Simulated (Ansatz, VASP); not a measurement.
# Bi2Se3 in VASP and in Ansatz

File INCAR:

```
SYSTEM = Bi2Se3
  PREC = Accurate
  ENCUT = 520
  EDIFF = 1E-7
  ISMEAR = -1
  SIGMA = 0.02
  LREAL = .FALSE.
  LASPH = .TRUE.
  NELM = 80
  ALGO = Normal
  ISIF = 2
  LWAVE = .FALSE.
  LCHARG = .TRUE.
  GGA = PE
  LELF = .TRUE.
  LVHAR = .TRUE.
  NBANDS = 32
```

The input KPOINTS:

```
regular mesh
0
G
  8 8 8
  0 0 0
```

Contents of POSCAR:

```
Bi2Se3
1.0
    2.1126072404      1.2197143590      9.9494025410
   -2.1126072404      1.2197143590      9.9494025410
    0.0000000000     -2.4394287179      9.9494025410
Bi Se
2 3
Direct
    0.3976551175      0.3976551175      0.3976551175
    0.6023448825      0.6023448825      0.6023448825
    0.2179664609      0.2179664609      0.2179664609
    0.7820335391      0.7820335391      0.7820335391
    0.0000000000      0.0000000000      0.0000000000
```

Input for Ansatz:

```yaml
crystal:
  lattice:
    - [2.1126072404, 1.219714359, 9.949402541]
    - [-2.1126072404, 1.219714359, 9.949402541]
    - [0.0, -2.4394287179, 9.949402541]
  atoms:
    - { symbol: Bi, position: [0.3976551175, 0.3976551175, 0.3976551175] }
    - { symbol: Bi, position: [0.6023448825, 0.6023448825, 0.6023448825] }
    - { symbol: Se, position: [0.2179664609, 0.2179664609, 0.2179664609] }
    - { symbol: Se, position: [0.7820335391, 0.7820335391, 0.7820335391] }
    - { symbol: Se, position: [0.0, 0.0, 0.0] }
kpoints:
  mp_grid: { grid: [8, 8, 8] }
  band_path:
    path:
      - [0.0, 0.0, 0.0]
      - [0.5, 0.5, 0.5]
      - [0.8233141803, 0.1766858197, 0.5]
      - [0.5, -0.1766858197, 0.1766858197]
      - [0.5, 0.0, 0.0]
      - [0.3383429098, -0.3383429098, 0.0]
      - [0.6616570902, 0.0, 0.3383429098]
      - [0.5, 0.0, 0.5]
    npoints: 1
hamiltonian:
  xc: pbe
scf:
  occupations: { method: fermi_dirac, width: 0.02 }
  n_extra_bands: 5
output:
  forces: true
  stress: true
  eigenvalues: true
  write_density: true
  write_potential: true
  elf: true
  volumetric_format: npy
```

Change from the starting cell: hydrostatic strain +2.0%.

Alike in both runs: task single point; functional PBE; k mesh 8 × 8 × 8; occupations fermi-dirac, width 0.02 eV; no spin polarisation.

|  | VASP | Ansatz |
| --- | --- | --- |
| version | VASP 6.6.1 | Ansatz 0.2.0 |
| potentials or method | VASP PAW PBE potentials, release 64 (Bi_d, Se) | plane waves, PAW |
| plane-wave cutoff (eV) | 520 | 420 |
| valence electrons in the cell | 48 | 78 |

|  | VASP | Ansatz | Ansatz less VASP |
| --- | --- | --- | --- |
| pressure (GPa) | 0.3 | 0.3 | -0.01 |
| traceless stress, the component that is largest in VASP (GPa) | 0.66 | 0.66 | 0.000 |
| rms of the force components (eV/Å) | 0.061 | 0.056 | -0.0046 |

Atom by atom the forces differ by 0.005 eV/Å (rms over components). VASP's potentials hold 48 valence electrons a cell and Ansatz's 78, so a difference there can come from the potentials and not from the codes.

Neither program's run includes spin-orbit coupling.
